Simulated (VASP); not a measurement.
Here is a VASP 6.6.1 calculation.

File POSCAR:

```
Y
1.0
    3.6808463851      0.0000000000      0.0000000000
   -1.8404231926      3.1877064770      0.0000000000
    0.0000000000      0.0000000000      5.7206466204
Y
2
Direct
    0.3333333333      0.6666666667      0.2500000000
    0.6666666667      0.3333333333      0.7500000000
```

INCAR.step1

```
SYSTEM = Y
PREC = Accurate
ENCUT = 520
ISMEAR = -1
SIGMA = 0.1
LREAL = .False.
LASPH = .True.
NELM = 80
NBANDS = 18
GGA = PE
ALGO = Normal
EDIFF = 1E-4
LWAVE = .True.
LCHARG = .False.
```

The input INCAR.step2:

```
SYSTEM = Y
PREC = Accurate
ENCUT = 520
EDIFF = 1E-6
ISMEAR = -1
SIGMA = 0.1
LREAL = .False.
LASPH = .True.
NELM = 80
ALGO = Normal
ISIF = 2
LWAVE = .False.
LCHARG = .False.
METAGGA = R2SCAN
LMIXTAU = .True.
NBANDS = 18
ISTART = 1
```

File KPOINTS:

```
Automatic mesh
0
Gamma
  3 3 2
  0 0 0
```

Potentials or basis: VASP PAW PBE potentials, release 64 (Y_sv).

The run is started by

```bash
$ cat potpaw_PBE.64/Y_sv/POTCAR > POTCAR
$ cp INCAR.step1 INCAR
$ mpirun -np 1 vasp_std > vasp.out
$ cp INCAR.step2 INCAR
$ mpirun -np 1 vasp_std > vasp.out
```

Estimate the pressure.

-0.7 GPa.

Estimate the band gap on the k mesh.

zero (band 11 reaches 4.05 eV, above the bottom of band 12 at 2.39 eV).

Caveat: the k points lie up to 0.66 Å⁻¹ apart; the PAW data sets were made with another functional, which shifts forces and pressure a little.
